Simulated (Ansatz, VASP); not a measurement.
This is a calculation of Rb for Ansatz 0.2.0.

The input input.yaml:

```yaml
crystal:
  lattice:
    - [-2.8210601435, 2.8210601435, 2.8210601435]
    - [2.8210601435, -2.8210601435, 2.8210601435]
    - [2.8210601435, 2.8210601435, -2.8210601435]
  atoms:
    - { symbol: Rb, position: [0.0, 0.0, 0.0] }
hamiltonian:
  xc: r2scan
  pseudopotentials: { kind: paw }
kpoints:
  mp_grid: { grid: [7, 7, 7] }
scf:
  occupations: { method: fermi_dirac, width: 0.05 }
output:
  forces: true
  stress: true
  eigenvalues: true
```

Potentials or basis: Ansatz PAW.

The run is started by

```bash
$ ansatz run input.yaml --threads 2 --pin off --max-ram 5632MiB --backend cpu --events-out ev --progress --plain --runs-dir out
```

Question: Translate it to VASP 6.6.1. Potentials there: VASP PAW PBE potentials, release 64 (Rb_sv).

Answer: As run (the cutoff follows the program's own potentials):

File POSCAR:

```
Rb
1.0
   -2.8210601435      2.8210601435      2.8210601435
    2.8210601435     -2.8210601435      2.8210601435
    2.8210601435      2.8210601435     -2.8210601435
Rb
1
Direct
    0.0000000000      0.0000000000      0.0000000000
```

Contents of INCAR.step1:

```
SYSTEM = Rb
PREC = Accurate
ENCUT = 520
ISMEAR = -1
SIGMA = 0.05
LREAL = .FALSE.
LASPH = .TRUE.
NELM = 60
NBANDS = 10
GGA = PE
ALGO = Normal
EDIFF = 1E-4
LWAVE = .TRUE.
LCHARG = .FALSE.
```

The input INCAR.step2:

```
SYSTEM = Rb
PREC = Accurate
ENCUT = 520
EDIFF = 1E-6
ISMEAR = -1
SIGMA = 0.05
LREAL = .FALSE.
LASPH = .TRUE.
NELM = 60
ALGO = Normal
ISIF = 2
LWAVE = .FALSE.
LCHARG = .FALSE.
METAGGA = R2SCAN
LMIXTAU = .TRUE.
NBANDS = 10
ISTART = 1
```

File KPOINTS:

```
regular mesh
0
G
  7 7 7
  0 0 0
```

Potentials or basis: VASP PAW PBE potentials, release 64 (Rb_sv).

Run with:

```bash
$ cat potpaw_PBE.64/Rb_sv/POTCAR > POTCAR
$ cp INCAR.step1 INCAR
$ mpirun -np 1 vasp_std > vasp.out
$ cp INCAR.step2 INCAR
$ mpirun -np 1 vasp_std > vasp.out
```

Both were run:

|  | VASP | Ansatz | Ansatz less VASP |
| --- | --- | --- | --- |
| gap on the k mesh at the Fermi level (eV) | none | none | - |
| pressure (GPa) | 0.2 | 0.1 | -0.01 |

VASP's potentials were made for PBE, not for r2SCAN. A gap of «none» marks a metal or a gap that the smearing closes. With one functional, cell and mesh, what is left measures potentials, basis and numerics.
